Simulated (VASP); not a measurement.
Set up this calculation in VASP 6.6.1, as the native input.

```
Task                   : single point
Functional             : PBE
Dispersion             : D3(BJ)
Potentials or basis    : VASP PAW PBE potentials, release 64 (C, O)
Cutoff                 : 520 eV
k mesh                 : 12 × 12 × 1
Occupations            : gaussian, width 0.1 eV
Spin                   : no spin polarisation
Dipole correction      : yes
Further INCAR settings : ALGO = Normal; EDIFF = 1e-06; NBANDS = 29
```

The structure of C8O lies in POSCAR:

```
C8O
1.0
    2.4649796670      0.0000000000      0.0000000000
   -1.2324898335      2.1347350114      0.0000000000
    0.0000000000      0.0000000000     29.1076495408
C O
8 1
Direct
    0.0000000000      0.0000000000      0.2920194646
    0.6666666667      0.3333333333      0.2920194566
    0.0000000000      0.0000000000      0.4077696707
    0.3333333333      0.6666666667      0.4077696627
    0.0000000000      0.0000000000      0.5235198769
    0.6666666667      0.3333333333      0.5235198689
    0.0000000000      0.0000000000      0.6392700831
    0.3333333333      0.6666666667      0.6392700751
    0.0000000000      0.2500000000      0.7247014011
```

One way to write it, as run:

INCAR

```
SYSTEM = C8O
PREC = Accurate
ENCUT = 520
EDIFF = 1E-6
ISMEAR = 0
SIGMA = 0.1
LREAL = .False.
LASPH = .True.
NELM = 100
ALGO = Normal
ISIF = 2
LWAVE = .False.
LCHARG = .True.
LDIPOL = .True.
IDIPOL = 3
DIPOL = 0.5 0.5 0.494
GGA = PE
IVDW = 12
LELF = .True.
LVHAR = .True.
LVACPOTAV = .True.
NBANDS = 29
```

KPOINTS

```
regular mesh
0
Gamma
  12 12 1
  0 0 0
```

Potentials or basis: VASP PAW PBE potentials, release 64 (C, O).

Run with:

```console
$ cat potpaw_PBE.64/C/POTCAR potpaw_PBE.64/O/POTCAR > POTCAR
$ mpirun -np 1 vasp_std > vasp.out
```

It gave:

```yaml
Largest_force: 0.201 eV/Å
Band_gap_on_the_k_mesh: zero (bands 19 and 20 overlap by 1.60 eV)
Dispersion_energy_per_atom: -0.136 eV
```

Run time: 5 min on 1 thread of AMD EPYC 9R45 96-Core Processor (Zen 5), with other jobs on the host, peak memory 0.38 GiB.
